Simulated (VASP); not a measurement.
# GaAs (F-43m) in VASP: notebook, part 2 of 2

VASP 6.6.1.

### 4 Relaxation of cell and atoms, LDA

Input file INCAR:

```
PREC = Accurate ; ENCUT = 600
EDIFF = 1E-7 ; ISMEAR = 0
SIGMA = 0.02 ; LREAL = False
LASPH = True ; NELM = 80
ALGO = Normal ; ISIF = 3
LWAVE = False ; LCHARG = False
IBRION = 2 ; NSW = 100
EDIFFG = -0.005
```

Input file KPOINTS:

```
regular mesh
0
Gamma
  12 12 12
```

Input file POSCAR:

```
GaAs
1.0
    0.0000000000      2.8016907859      2.8016907859
    2.8016907859      0.0000000000      2.8016907859
    2.8016907859      2.8016907859      0.0000000000
Ga As
1 1
Direct
    0.0000000000      0.0000000000      0.0000000000
    0.7500000000      0.7500000000      0.7500000000
```

Potentials or basis: VASP PAW LDA potentials, release 64 (Ga_d, As).

Command:

```
> cat potpaw_LDA.64/Ga_d/POTCAR potpaw_LDA.64/As/POTCAR > POTCAR
> mpirun -np 1 vasp_std > vasp.out
```

OUTCAR:

```text
PREC = Accurate
   ENCUT = 600
   EDIFF = 1E-7
   ISMEAR = 0
   LREAL = False
   LASPH = True
   NELM = 80
   ISIF = 3
   IBRION = 2
   NSW = 100
   EDIFFG = -0.005

 ion  position               nearest neighbor table
   1  0.000  0.000  0.000-   2 2.43   2 2.43   2 2.43   2 2.43
   2  0.750  0.750  0.750-   1 2.43   1 2.43   1 2.43   1 2.43

  LATTYP: Found a face centered cubic cell.
 ALAT       =     5.6033815718

  Lattice vectors:

 A1 = (   0.0000000000,   2.8016907859,   2.8016907859)
 A2 = (   2.8016907859,   0.0000000000,   2.8016907859)
 A3 = (   2.8016907859,   2.8016907859,   0.0000000000)

Analysis of symmetry for initial positions (statically):
[... 5 lines left out ...]
 face centered cubic supercell.

 Subroutine GETGRP returns: Found 24 space group operations
 (whereof 24 operations were pure point group operations)
 out of a pool of 48 trial point group operations.

The static configuration has the point symmetry T_d .
[... 178 lines left out ...]
      6      -8.9002      2.00000
      7       4.0595      2.00000
      8       4.0595      2.00000
      9       4.0595      2.00000
     10       4.5950      0.00000
     11       7.7404      0.00000
     12       7.7404      0.00000
     13       7.7404      0.00000
[... 439 lines left out ...]
--------------------------------------- Ionic step        3  -------------------------------------------

 number of electron      18.0000006 magnetization

 Free energy of the ion-electron system (eV)
  ---------------------------------------------------
  ext. energy  EPLUGINS =         0.00000000
  ---------------------------------------------------
  free energy    TOTEN  =        -9.64207001 eV

  energy without entropy =       -9.64207001  energy(sigma->0) =       -9.64207001

 E-fermi :   4.1067     XC(G=0): -10.0136

 val. band max:        4.0203910236   @ k =   0.0000   0.0000   0.0000
 cond. band min:       4.5254131090   @ k =   0.0000   0.0000   0.0000
 fundamental gap:      0.5050220855
 Fermi energy:         4.1066752402

 k-point     1 :       0.0000    0.0000    0.0000
  band No.  band energies     occupation
      1     -10.9500      2.00000
      2     -10.9500      2.00000
      3     -10.9500      2.00000
      4     -10.8662      2.00000
      5     -10.8662      2.00000
      6      -8.9098      2.00000
      7       4.0204      2.00000
      8       4.0204      2.00000
      9       4.0204      2.00000
     10       4.5254      0.00000
     11       7.7004      0.00000
     12       7.7004      0.00000
     13       7.7004      0.00000
[... 397 lines left out ...]
  FREE ENERGIE OF THE ION-ELECTRON SYSTEM (eV)
  ---------------------------------------------------
  free  energy   TOTEN  =        -9.6420700139 eV

  energy  without entropy=       -9.6420700139  energy(sigma->0) =       -9.64207001

 reached required accuracy - stopping structural energy minimisation
```

It took 51 s on 1 thread of Intel Xeon 6975P-C, shared host; peak memory 0.2 GiB.

What came out:

| Property | Result |
| --- | --- |
| Free energy | -9.6421 eV |
| Relaxed volume | 22.08 Å³/atom |
| Relaxed cell | a = 3.967 Å, b = 3.967 Å, c = 3.967 Å, α = 60.00°, β = 60.00°, γ = 60.00° |
| Space group after relaxing (to 0.05 Å) | F-43m (No. 216) |
| Energy gained by relaxing | 0.1 meV/atom |
| Ionic steps | 3 |
| Pressure after relaxing | 0.0 GPa |
| Band gap on the k mesh | 0.51 eV, direct |

Step by step:
| step | energy change (eV) | largest force (eV/Å) | pressure (GPa) | volume (Å³) |
| --- | --- | --- | --- | --- |
| 1 | 0.0000 | 0.0000 | 0.30 | 43.98 |
| 2 | -0.0001 | 0.0000 | -0.15 | 44.25 |
| 3 | -0.0002 | 0.0000 | 0.02 | 44.16 |

Final structure:
```
CELL_PARAMETERS angstrom
0.00000 2.80542 2.80542
2.80542 0.00000 2.80542
2.80542 2.80542 0.00000
ATOMIC_POSITIONS crystal
Ga 0.00000 0.00000 0.00000
As 0.75000 0.75000 0.75000
```

Levels at points of the mesh, in eV from the valence-band top:
```
           k point  band 7  band 8  band 9  band 10  band 11  band 12
(0.00, 0.00, 0.00)    0.00    0.00    0.00     0.50     3.68     3.68
(0.50, 0.00, 0.00)   -6.82   -1.18   -1.18     0.93     4.59     4.59
(0.50, 0.50, 0.00)   -6.98   -2.77   -2.77     1.30     1.54    10.23
```

A k mesh can miss the band edges. A hybrid or GW would open this gap; LDA tends to underestimate it.

### 5 Single point, LDA

This run uses another cell than the first one: it holds 16 atoms, not 2.

Input file INCAR:

```
PREC = Accurate
ENCUT = 520
EDIFF = 1E-6
ISMEAR = 0
SIGMA = 0.02
LREAL = Auto
LASPH = True
NELM = 80
ALGO = Normal
ISIF = 2
LWAVE = False
LCHARG = True
LELF = True
LVHAR = True
NBANDS = 86
```

Input file KPOINTS:

```
Automatic mesh
0
Gamma
  3 3 3
```

Input file POSCAR:

```
GaAs
1.0
    0.0000000000      5.6033815718     -5.6033815718
    5.6033815718      5.6033815718      0.0000000000
    5.6033815718      0.0000000000     -5.6033815718
Ga As
8 8
Direct
    0.5000000000      0.0000000000      0.5000000000
    0.5000000000      0.5000000000      0.5000000000
    0.0000000000      0.0000000000      0.5000000000
    0.0000000000      0.5000000000      0.5000000000
    0.5000000000      0.0000000000      0.0000000000
    0.5000000000      0.5000000000      0.0000000000
    0.0000000000      0.0000000000      0.0000000000
    0.0000000000      0.5000000000      0.0000000000
    0.1250000000      0.1250000000      0.1250000000
    0.1250000000      0.6250000000      0.1250000000
    0.6250000000      0.1250000000      0.1250000000
    0.6250000000      0.6250000000      0.1250000000
    0.1250000000      0.1250000000      0.6250000000
    0.1250000000      0.6250000000      0.6250000000
    0.6250000000      0.1250000000      0.6250000000
    0.6250000000      0.6250000000      0.6250000000
```

Potentials or basis: VASP PAW LDA potentials, release 64 (Ga_d, As).

Command:

```
> cat potpaw_LDA.64/Ga_d/POTCAR potpaw_LDA.64/As/POTCAR > POTCAR
> mpirun -np 1 vasp_std > vasp.out
```

OUTCAR:

```text
PREC = Accurate
   ENCUT = 520
   EDIFF = 1E-6
   ISMEAR = 0
   LREAL = Auto
   LASPH = True
   NELM = 80
   ISIF = 2

 ion  position               nearest neighbor table
   1  0.500  0.000  0.500-  11 2.43  13 2.43  15 2.43  16 2.43
   2  0.500  0.500  0.500-  12 2.43  14 2.43  15 2.43  16 2.43
   3  0.000  0.000  0.500-   9 2.43  13 2.43  14 2.43  15 2.43
   4  0.000  0.500  0.500-  10 2.43  13 2.43  14 2.43  16 2.43
   5  0.500  0.000  0.000-   9 2.43  11 2.43  12 2.43  15 2.43
   6  0.500  0.500  0.000-  10 2.43  11 2.43  12 2.43  16 2.43
[... 8 lines left out ...]
  15  0.625  0.125  0.625-   1 2.43   2 2.43   3 2.43   5 2.43
  16  0.625  0.625  0.625-   1 2.43   2 2.43   4 2.43   6 2.43
[... 6 lines left out ...]
 A1 = (   0.0000000000,   5.6033815718,  -5.6033815718)
 A2 = (   5.6033815718,   5.6033815718,   0.0000000000)
 A3 = (   5.6033815718,   0.0000000000,  -5.6033815718)

Analysis of symmetry for initial positions (statically):
=====================================================================
 Subroutine PRICEL returns following result:

  LATTYP: Found a face centered cubic cell.
 ALAT       =     5.6033815718
[... 175 lines left out ...]
  band No.  band energies     occupation
      1     -11.0399      2.00000
      2     -11.0399      2.00000
      3     -11.0399      2.00000
      4     -11.0068      2.00000
      5     -11.0068      2.00000
      6     -11.0068      2.00000
[... 337 lines left out ...]
     83       7.8924      0.00000
     84       7.8924      0.00000
 [bands above 84 left out]

------------------------ aborting loop because EDIFF is reached ----------------------------------------

  FORCE on cell =-STRESS in cart. coord.  units (eV):
  Direction    XX          YY          ZZ          XY          YZ          ZX
  --------------------------------------------------------------------------------------
  -------------------------------------------------------------------------------------
  Total        0.5401626      0.5401626      0.5401626      0.0000000      0.0000000      0.0000000
  in kB        2.4595435      2.4595435      2.4595435      0.0000000      0.0000000      0.0000000
  external PRESSURE =       2.4595435 kB  Pullay stress =       0.0000000 kB

 VOLUME and BASIS-vectors are now :
 -----------------------------------------------------------------------------
  energy-cutoff  :      520.00
  volume of cell :      351.87
      direct lattice vectors                 reciprocal lattice vectors
     0.000000000  5.603381572 -5.603381572    -0.089231831  0.089231831 -0.089231831
     5.603381572  5.603381572  0.000000000     0.089231831  0.089231831  0.089231831
     5.603381572  0.000000000 -5.603381572     0.089231831 -0.089231831 -0.089231831

 POSITION                                       TOTAL-FORCE (eV/Angst)
 -----------------------------------------------------------------------------------
      2.80169      2.80169     -5.60338         0.000000      0.000000     -0.000000
      5.60338      5.60338     -5.60338         0.000000      0.000000     -0.000000
      2.80169      0.00000     -2.80169         0.000000      0.000000     -0.000000
      5.60338      2.80169     -2.80169         0.000000      0.000000     -0.000000
      0.00000      2.80169     -2.80169         0.000000      0.000000     -0.000000
      2.80169      5.60338     -2.80169         0.000000      0.000000     -0.000000
[... 8 lines left out ...]
      4.20254      4.20254     -7.00423        -0.000000      0.000000      0.000000
      7.00423      7.00423     -7.00423        -0.000000     -0.000000      0.000000
 -----------------------------------------------------------------------------------
    total drift:                               -0.000004     -0.000003      0.000004

  FREE ENERGIE OF THE ION-ELECTRON SYSTEM (eV)
  ---------------------------------------------------
  free  energy   TOTEN  =       -76.9268335071 eV

  energy  without entropy=      -76.9268335071  energy(sigma->0) =      -76.92683351
```

OSZICAR:

```text
N       E                     dE             d eps       ncg     rms          rms(c)
DAV:   1     0.155970441271E+04    0.15597E+04   -0.61980E+04   778   0.243E+03
DAV:   2     0.288372153935E+03   -0.12713E+04   -0.12226E+04   696   0.716E+02
DAV:   3    -0.472676610250E+02   -0.33564E+03   -0.31511E+03   856   0.226E+02
DAV:   4    -0.768064050034E+02   -0.29539E+02   -0.29033E+02   764   0.641E+01
DAV:   5    -0.788325100909E+02   -0.20261E+01   -0.20136E+01   936   0.176E+01    0.885E+00
DAV:   6    -0.772818583051E+02    0.15507E+01   -0.26665E+00   932   0.128E+01    0.487E+00
DAV:   7    -0.769401844703E+02    0.34167E+00   -0.12929E+00   848   0.341E+00    0.139E+00
DAV:   8    -0.769271920538E+02    0.12992E-01   -0.21237E-01   802   0.340E+00    0.368E-01
DAV:   9    -0.769265861059E+02    0.60595E-03   -0.31997E-02   896   0.147E+00    0.123E-01
DAV:  10    -0.769267396729E+02   -0.15357E-03   -0.51876E-03   822   0.448E-01    0.542E-02
DAV:  11    -0.769268614370E+02   -0.12176E-03   -0.78286E-04   976   0.125E-01    0.331E-02
DAV:  12    -0.769268325295E+02    0.28908E-04   -0.10367E-04   886   0.526E-02    0.120E-02
DAV:  13    -0.769268369923E+02   -0.44628E-05   -0.28295E-05   672   0.165E-02    0.266E-02
DAV:  14    -0.769268334144E+02    0.35779E-05   -0.12400E-05   766   0.161E-02    0.168E-03
DAV:  15    -0.769268335071E+02   -0.92696E-07   -0.96502E-07   440   0.447E-03
   1 F= -.76926834E+02 E0= -.76926834E+02  d E =-.562751E-26
```

Wall time 4.1 min (1 thread of Intel Xeon 6975P-C, shared host); peak memory 0.41 GiB.

What came out:

| Property | Result |
| --- | --- |
| Free energy | -76.9268 eV |
| Pressure | 0.2 GPa |
| Band gap on the k mesh | 0.53 eV |

Levels at points of the mesh, in eV from the valence-band top:
```csv
k point,band 69,band 70,band 71,band 72,band 73,band 74,band 75,band 76
"(0.00, 0.00, 0.00)",-1.19,0.00,0.00,0.00,0.53,0.93,0.93,0.93
```

### 6 Overview

| task | cell | k mesh | cutoff (eV) | smearing | gap on the mesh (eV) | pressure (GPa) |
| --- | --- | --- | --- | --- | --- | --- |
| single point | a = 3.962 Å, angles 60.0°, 2 atoms | 12 × 12 × 12 | 520 | gaussian 0.1 eV | 0.54 | 0.3 |
| single point | a = 3.962 Å, angles 60.0°, 2 atoms | 12 × 12 × 12 | 520 | gaussian 0.02 eV | 0.54 | 0.3 |
| relaxation of cell and atoms | relaxed from a = 3.962 Å, angles 60.0°, 2 atoms | 12 × 12 × 12 | 600 | gaussian 0.02 eV | 0.51 | 0.0 |
| single point | a = 7.924 Å, angles 60.0°, 16 atoms | 3 × 3 × 3 | 520 | gaussian 0.02 eV | 0.53 | 0.2 |

Alike in all rows: level LDA; potentials or basis VASP PAW LDA potentials, release 64 (Ga_d, As); no spin polarisation.

Absolute energies hang on the potentials; compare differences alone.
